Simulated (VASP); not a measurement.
# Si (a cell with a defect) in VASP: single point with PBEsol

Aim: the single point of Si (a cell with a defect) with PBEsol.

All numbers are computed with VASP 6.6.1; they aren't measurements. Logs are shortened: lines on timing, memory, paths and dates and some standing lists are left out, and cuts for length are marked.

## Step 1: The cell of the first run

The cell holds a defect, 17 atoms: a = 7.679 Å, b = 7.679 Å, c = 7.679 Å, α = 60.00°, β = 60.00°, γ = 60.00°.

## Step 2: Single point, PBEsol

Contents of INCAR:

```
  PREC = Accurate
  ENCUT = 520
  EDIFF = 1E-7
  ISMEAR = -1
  SIGMA = 0.02
  LREAL = Auto
  LASPH = True
  NELM = 80
  ALGO = Normal
  ISIF = 2
  LWAVE = False
  LCHARG = False
  GGA = PS
  NBANDS = 48
```

Contents of KPOINTS:

```
regular mesh
0
Gamma
  2 2 2
```

Contents of POSCAR:

```
Si
1.0
    0.0000000000      5.4300000000      5.4300000000
    5.4300000000      0.0000000000      5.4300000000
    5.4300000000      5.4300000000      0.0000000000
Si
17
Direct
    0.0000476570      0.0009787679     -0.0000207998
    0.1247175313      0.1251131936      0.1246829807
    0.0000369756      0.0004509831      0.4983382247
    0.1218363757      0.1219865783      0.6276469557
   -0.0001097504      0.4987020299     -0.0001556812
    0.1212613738      0.6285350074      0.1212496017
   -0.0062147984      0.5021802500      0.5013346444
    0.1220738083      0.6279611212      0.6275007759
    0.4983677270      0.0004489897     -0.0000107138
    0.6277059154      0.1219521362      0.1217900181
    0.5019746894     -0.0065011552      0.5019226018
    0.6276934128      0.1222113083      0.6276568964
    0.5013502162      0.5021439514     -0.0061876220
    0.6275353058      0.6279589413      0.1220508399
    0.5021396877      0.5022668595      0.5021153762
    0.6251505458      0.6248456661      0.6251804780
    0.3749698270      0.3749008714      0.3749788232
```

Potentials or basis: VASP PAW PBE potentials, release 64 (Si).

On the command line:

```
$ cat potpaw_PBE.64/Si/POTCAR > POTCAR
$ mpirun -np 1 vasp_std > vasp.out
```

OUTCAR:

```text
PREC = Accurate
   ENCUT = 520
   EDIFF = 1E-7
   ISMEAR = -1
   LREAL = Auto
   LASPH = True
   NELM = 80
   ISIF = 2
   GGA = PS

 ion  position               nearest neighbor table
   1  0.000  0.001  1.000-   4 2.33  10 2.33   6 2.34   2 2.34
   2  0.125  0.125  0.125-   1 2.34   5 2.34   9 2.34   3 2.34
   3  0.000  0.000  0.498-  12 2.33   8 2.34   4 2.34   2 2.34
   4  0.122  0.122  0.628-   1 2.33   3 2.34  11 2.38   7 2.38  17 2.75
   5  1.000  0.499  1.000-   8 2.33  14 2.33   6 2.34   2 2.34
   6  0.121  0.629  0.121-   1 2.34   5 2.34   7 2.38  13 2.38  17 2.76
   7  0.994  0.502  0.501-  16 2.31   6 2.38   4 2.38   8 2.38  17 2.39
   8  0.122  0.628  0.628-   5 2.33   3 2.34  15 2.38   7 2.38  17 2.75
   9  0.498  0.000  1.000-  12 2.33  14 2.34  10 2.34   2 2.34
  10  0.628  0.122  0.122-   1 2.33   9 2.34  11 2.38  13 2.38  17 2.75
  11  0.502  0.993  0.502-  16 2.31  10 2.38   4 2.38  12 2.38  17 2.39
  12  0.628  0.122  0.628-   9 2.33   3 2.33  15 2.38  11 2.38  17 2.74
  13  0.501  0.502  0.994-  16 2.31   6 2.38  10 2.38  14 2.38  17 2.39
  14  0.628  0.628  0.122-   5 2.33   9 2.34  15 2.38  13 2.38  17 2.75
  15  0.502  0.502  0.502-  16 2.31  12 2.38  14 2.38   8 2.38  17 2.39
  16  0.625  0.625  0.625-  13 2.31   7 2.31  11 2.31  15 2.31
  17  0.375  0.375  0.375-  13 2.39   7 2.39  11 2.39  15 2.39  12 2.74   8 2.75  14 2.75   4 2.75
                            10 2.75   6 2.76

  LATTYP: Found a face centered cubic cell.
 ALAT       =    10.8600000000

  Lattice vectors:

 A1 = (   0.0000000000,   5.4300000000,   5.4300000000)
 A2 = (   5.4300000000,   0.0000000000,   5.4300000000)
 A3 = (   5.4300000000,   5.4300000000,   0.0000000000)

Analysis of symmetry for initial positions (statically):
=====================================================================
 Subroutine PRICEL returns:
 Original cell was already a primitive cell.

 Routine SETGRP: Setting up the symmetry group for a
 face centered cubic supercell.

 Subroutine GETGRP returns: Found  1 space group operations
 (whereof  1 operations were pure point group operations)
 out of a pool of 48 trial point group operations.

The static configuration has the point symmetry C_1 .

Analysis of symmetry for dynamics (positions and initial velocities):
=====================================================================
 Subroutine PRICEL returns:
 Original cell was already a primitive cell.

 Routine SETGRP: Setting up the symmetry group for a
 face centered cubic supercell.

 Subroutine GETGRP returns: Found  1 space group operations
 (whereof  1 operations were pure point group operations)
 out of a pool of 48 trial point group operations.

The dynamic configuration has the point symmetry C_1 .

 Subroutine INISYM returns: Found  1 space group operations
 (whereof  1 operations are pure point group operations),
 and found     1 'primitive' translations

----------------------------------------------------------------------------------------

                                     Primitive cell

  volume of cell :     320.2060

  direct lattice vectors                    reciprocal lattice vectors
     0.000000000  5.430000000  5.430000000    -0.092081031  0.092081031  0.092081031
     5.430000000  0.000000000  5.430000000     0.092081031 -0.092081031  0.092081031
     5.430000000  5.430000000  0.000000000     0.092081031  0.092081031 -0.092081031

  length of vectors
     7.679179644  7.679179644  7.679179644     0.159489025  0.159489025  0.159489025

  position of ions in fractional coordinates (direct lattice)
     0.000047657  0.000978768  0.999979200
     0.124717531  0.125113194  0.124682981
     0.000036976  0.000450983  0.498338225
     0.121836376  0.121986578  0.627646956
     0.999890250  0.498702030  0.999844319
     0.121261374  0.628535007  0.121249602
[... 9 lines left out ...]
     0.625150546  0.624845666  0.625180478
     0.374969827  0.374900871  0.374978823

  ion indices of the primitive-cell ions
   primitive index   ion index
                 1           1
                 2           2
                 3           3
                 4           4
                 5           5
                 6           6
[... 9 lines left out ...]
                16          16
                17          17

----------------------------------------------------------------------------------------

 KPOINTS: regular mesh

Automatic generation of k-mesh.
 Grid dimensions read from file:
 generate k-points for:    2    2    2

 Generating k-lattice:

  Cartesian coordinates                     Fractional coordinates (reciprocal lattice)
    -0.046040516  0.046040516  0.046040516     0.500000000  0.000000000  0.000000000
     0.046040516 -0.046040516  0.046040516     0.000000000  0.500000000  0.000000000
     0.046040516  0.046040516 -0.046040516     0.000000000  0.000000000  0.500000000

  Length of vectors
     0.079744512  0.079744512  0.079744512

  Shift w.r.t. Gamma in fractional coordinates (k-lattice)
     0.000000000  0.000000000  0.000000000

 Subroutine IBZKPT returns following result:
 ===========================================

 Found      8 irreducible k-points:

 Following reciprocal coordinates:
            Coordinates               Weight
  0.000000  0.000000  0.000000      1.000000
  0.500000  0.000000  0.000000      1.000000
  0.000000  0.500000  0.000000      1.000000
  0.000000  0.000000  0.500000      1.000000
  0.500000  0.500000  0.500000      1.000000
  0.500000  0.500000  0.000000      1.000000
  0.000000  0.500000  0.500000      1.000000
  0.500000  0.000000  0.500000      1.000000
   k-points           NKPTS =      8   k-points in BZ     NKDIM =      8   number of bands    NBANDS=     48
   number of dos      NEDOS =    301   number of ions     NIONS =     17
   total plane-waves  NPLWV = 216000
   dimension x,y,z NGX =    60 NGY =   60 NGZ =   60
   dimension x,y,z NGXF=   120 NGYF=  120 NGZF=  120
   ions per type =              17
   NGX,Y,Z   is equivalent  to a cutoff of  12.99, 12.99, 12.99 a.u.
   NGXF,Y,Z  is equivalent  to a cutoff of  25.98, 25.98, 25.98 a.u.
 SYSTEM =  unknown system
   PREC   = accura    normal or accurate (medium, high low for compatibility)
   ISTART =      0    job   : 0-new  1-cont  2-samecut
   ICHARG =      2    charge: 1-file 2-atom 10-const
   ISPIN  =      1    spin polarized calculation?
   LNONCOLLINEAR =      F non collinear calculations
   LSORBIT =      F    spin-orbit coupling
   LASPH  =      T    aspherical Exc in radial PAW
   ENCUT  =  520.0 eV  38.22 Ry    6.18 a.u.  14.28 14.28 14.28*2*pi/ulx,y,z
   NELM   =     80;   NELMIN=  2; NELMDL= -5     # of ELM steps
   EDIFF  = 0.1E-06   stopping-criterion for ELM
   LREAL  =      T    real-space projection
   EDIFFG = 0.1E-05   stopping-criterion for IOM
   NSW    =      0    number of steps for IOM
   IBRION =     -1    ionic relax: 0-MD 1-quasi-New 2-CG
   NFREE  =      0    steps in history (QN), initial steepest desc. (CG)
   ISIF   =      2    stress and relaxation
   ISYM   =      2    0-nonsym 1-usesym 2-fastsym
   POTIM  = 0.5000    time-step for ionic-motion
   TEBEG  =    0.0;   TEEND  =   0.0 temperature during run
   PSTRESS=    0.0 pullay stress
   NELECT =      68.0000    total number of electrons
   NUPDOWN=      -1.0000    fix difference up-down
   EMIN   =  10.00;   EMAX   =-10.00  energy-range for DOS
   EFERMI =   0.00;   METHOD = LEGACY
   ISMEAR =    -1;   SIGMA  =   0.02  broadening in eV -4-tet -1-fermi 0-gaus
   EFERMI_NEDOS =   21; number of points for ismear=-14 and -15
   IALGO  =     38    algorithm
   IMIX   =      4    mixing-type and parameters
     AMIX     =   0.40;   BMIX     =  1.00
     AMIX_MAG =   1.60;   BMIX_MAG =  1.00
  volume/ion in A,a.u.               =      18.84       127.11
  Fermi-wavevector in a.u.,A,eV,Ry     =   0.976715  1.845724 12.979587  0.953973
  Thomas-Fermi vector in A             =   2.107356
   LORBIT       =      0    0 simple, 1 ext, 2 COOP (PROOUT), +10 PAW based schemes
   GGA     = PS    functional components
   LHFCALC =     F    Hartree Fock is set to
   AEXX    =    0.0000 exact exchange contribution
   IVDW    =     0    specifies the selected vdW correction
   LEPSILON=     F    determine dielectric tensor
   LRPA    =     F    only Hartree local field effects (RPA)
 non-spin polarized calculation
  energy-cutoff  :      520.00
  volume of cell :      320.21
 maximum number of plane-waves:      8646
 NGX is ok and might be reduce to    60
   NGX = 29   NGY = 29   NGZ = 29

 number of electron      68.0000001 magnetization

 Free energy of the ion-electron system (eV)
  ---------------------------------------------------
  ext. energy  EPLUGINS =         0.00000000
  ---------------------------------------------------
  free energy    TOTEN  =       -93.92825062 eV

  energy without entropy =      -93.91660050  energy(sigma->0) =      -93.92242556

 E-fermi :   6.7920     XC(G=0):  -9.8060

 val. band max:        6.5705674839   @ k =   0.0000   0.0000   0.0000
 cond. band min:       6.8100993536   @ k =   0.5000   0.0000   0.5000
 fundamental gap:      0.2395318697
 Fermi energy:         6.7920161539

 k-point     1 :       0.0000    0.0000    0.0000
  band No.  band energies     occupation
      1      -6.3897      2.00000
      2      -3.8286      2.00000
      3      -3.6860      2.00000
      4      -3.6831      2.00000
      5      -3.6824      2.00000
      6      -2.8730      2.00000
[... 38 lines left out ...]
     45       8.0214      0.00000
     46       8.9745      0.00000

 k-point     2 :       0.5000    0.0000    0.0000
  band No.  band energies     occupation
      1      -5.9891      2.00000
      2      -5.0177      2.00000
      3      -3.6300      2.00000
      4      -3.4911      2.00000
      5      -3.4877      2.00000
      6      -3.0042      2.00000
[... 286 lines left out ...]
 k-point     8 :       0.5000    0.0000    0.5000
  band No.  band energies     occupation
      1      -5.8559      2.00000
      2      -4.7889      2.00000
      3      -4.0447      2.00000
      4      -3.9404      2.00000
      5      -3.9379      2.00000
      6      -3.6834      2.00000
[... 38 lines left out ...]
     45      10.0339      0.00000
     46      10.0399      0.00000
 [bands above 46 left out]

------------------------ aborting loop because EDIFF is reached ----------------------------------------

  FORCE on cell =-STRESS in cart. coord.  units (eV):
  Direction    XX          YY          ZZ          XY          YZ          ZX
  --------------------------------------------------------------------------------------
  -------------------------------------------------------------------------------------
  Total        6.9894568      6.9747362      6.9909345     -0.0215941     -0.0245915     -0.0628219
  in kB       34.9723265     34.8986706     34.9797204     -0.1080479     -0.1230456     -0.3143346
  external PRESSURE =      34.9502392 kB  Pullay stress =       0.0000000 kB

 VOLUME and BASIS-vectors are now :
 -----------------------------------------------------------------------------
  energy-cutoff  :      520.00
  volume of cell :      320.21
      direct lattice vectors                 reciprocal lattice vectors
     0.000000000  5.430000000  5.430000000    -0.092081031  0.092081031  0.092081031
     5.430000000  0.000000000  5.430000000     0.092081031 -0.092081031  0.092081031
     5.430000000  5.430000000  0.000000000     0.092081031  0.092081031 -0.092081031

 POSITION                                       TOTAL-FORCE (eV/Angst)
 -----------------------------------------------------------------------------------
      5.43520      5.43015      0.00557         0.002849      0.015095      0.001948
      1.35639      1.35424      1.35658         0.001969      0.004767      0.001688
      2.70843      2.70618      0.00265        -0.010069     -0.000064      0.021562
      4.07051      4.06969      1.32396        -0.005351     -0.012741      0.005855
      8.13711     10.85856      8.13736         0.000148      0.025767     -0.000951
      4.07133      1.31683      4.07139        -0.005475      0.015269     -0.004967
[... 9 lines left out ...]
      6.78764      6.78930      6.78748         0.000170     -0.002212      0.000441
      4.07185      4.07222      4.07180         0.002939      0.005864      0.002665
 -----------------------------------------------------------------------------------
    total drift:                                0.001119      0.007344      0.001395

  FREE ENERGIE OF THE ION-ELECTRON SYSTEM (eV)
  ---------------------------------------------------
  free  energy   TOTEN  =       -93.9282506169 eV

  energy  without entropy=      -93.9166004997  energy(sigma->0) =      -93.92242556
```

It took 2.2 min on 1 thread of Intel Xeon Platinum 8488C (Sapphire Rapids), shared host; peak memory 0.47 GiB.

What came out:

| Item | Value |
| --- | --- |
| Free energy | -93.9283 eV |
| Pressure | 3.5 GPa |
| Largest force | 0.027 eV/Å |
| Band gap on the k mesh | zero (bands 34 and 35 overlap by 0.25 eV) |

Forces on the atoms (eV/Å):
```
Si   0.003  0.015  0.002
Si   0.002  0.005  0.002
Si  -0.010  0.000  0.022
Si  -0.005 -0.013  0.006
Si   0.000  0.026 -0.001
Si  -0.005  0.015 -0.005
Si   0.017 -0.013 -0.015
Si  -0.002 -0.014 -0.004
Si   0.022  0.001 -0.010
Si   0.007 -0.013 -0.005
Si  -0.010  0.011 -0.010
Si  -0.005 -0.002 -0.005
Si  -0.016 -0.014  0.018
Si  -0.005 -0.014 -0.003
Si   0.006  0.006  0.005
Si   0.000 -0.002  0.000
Si   0.003  0.006  0.003
```

Caveat: the k points lie up to 0.50 Å⁻¹ apart; the PAW data sets were made with another functional, which shifts forces and pressure a little.
